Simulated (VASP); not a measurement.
Input of a VASP 6.6.1 run:

The input INCAR:

```
  ALGO = Fast
  EDIFF = 1E-6
  ENCUT = 520
  GGA = PS
  ISIF = 2
  ISMEAR = 0
  LASPH = True
  LCHARG = True
  LELF = True
  LREAL = False
  LVHAR = True
  LWAVE = False
  NBANDS = 26
  NELM = 100
  PREC = Accurate
  SIGMA = 0.1
```

File KPOINTS:

```
k-points
0
Gamma
  8 8 8
```

The input POSCAR:

```
ScAl2
1.0
    0.0000000000      3.8386704688      3.8386704688
    3.8386704688      0.0000000000      3.8386704688
    3.7583845505      3.7583845505      0.0802859183
Sc Al
2 4
Direct
    0.5000000000      0.5000000000      0.5000000000
    0.7500000000      0.7500000000      0.7500000000
    0.1250000000      0.1250000000      0.1250000000
    0.6250000000      0.1250000000      0.1250000000
    0.1250000000      0.6250000000      0.1250000000
    0.1250000000      0.1250000000      0.6250000000
```

Potentials or basis: VASP PAW PBE potentials, release 64 (Sc_sv, Al).

The run is started by

```bash
$ cat potpaw_PBE.64/Sc_sv/POTCAR potpaw_PBE.64/Al/POTCAR > POTCAR
$ mpirun -np 1 vasp_std > vasp.out
```

What does it give for the band gap on the k mesh?

Zero (band 17 reaches 6.94 eV, above the bottom of band 18 at 4.64 eV).

What does it give for the largest force?

0.037 eV/Å.

Predict the pressure.

-2.1 GPa.

Forces in eV/Å, atoms in the order of the input:
```
Sc   0.021  0.021 -0.021
Sc  -0.021 -0.021  0.021
Al   0.000  0.000  0.000
Al   0.000  0.000  0.000
Al   0.000  0.000  0.000
Al   0.000  0.000  0.000
```

Caveat: the cell differs from its parent crystal (biaxial strain in the a-b plane: +2.0 %); the PAW data sets were made with another functional, which shifts forces and pressure a little.
